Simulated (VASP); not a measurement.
A run of VASP 6.6.1 is set up as follows.

Contents of POSCAR:

```
PbS
1.0
    2.0937276126     -6.0309754790      0.0000000000
    2.0937276126      6.0309754790      0.0000000000
    0.0000000000      0.0000000000      4.3076616397
Pb S
2 2
Direct
    0.8694366500      0.1305633500      0.7500000000
    0.1305633500      0.8694366500      0.2500000000
    0.6452029100      0.3547970900      0.7500000000
    0.3547970900      0.6452029100      0.2500000000
```

INCAR.step1

```
SYSTEM = PbS
PREC = Accurate
ENCUT = 520
ISMEAR = -1
SIGMA = 0.02
LREAL = .False.
LASPH = .True.
NELM = 60
NBANDS = 28
GGA = PE
ALGO = Normal
EDIFF = 1E-4
LWAVE = .True.
LCHARG = .False.
```

The input INCAR.step2:

```
SYSTEM = PbS
PREC = Accurate
ENCUT = 520
EDIFF = 1E-6
ISMEAR = -1
SIGMA = 0.02
LREAL = .False.
LASPH = .True.
NELM = 60
ALGO = Normal
ISIF = 2
LWAVE = .False.
LCHARG = .False.
METAGGA = R2SCAN
LMIXTAU = .True.
NBANDS = 28
ISTART = 1
```

File KPOINTS:

```
regular mesh
0
Gamma
  4 4 4
  0 0 0
```

Potentials or basis: VASP PAW PBE potentials, release 64 (Pb_d, S).

Command:

```bash
$ cat potpaw_PBE.64/Pb_d/POTCAR potpaw_PBE.64/S/POTCAR > POTCAR
$ cp INCAR.step1 INCAR
$ mpirun -np 1 vasp_std > vasp.out
$ cp INCAR.step2 INCAR
$ mpirun -np 1 vasp_std > vasp.out
```

(1) What does it give for the largest force?

(2) What does it give for the pressure?

Results:

(1) 0.132 eV/Å.

(2) -1.2 GPa.

Caveat: the PAW data sets were made with another functional, which shifts forces and pressure a little.
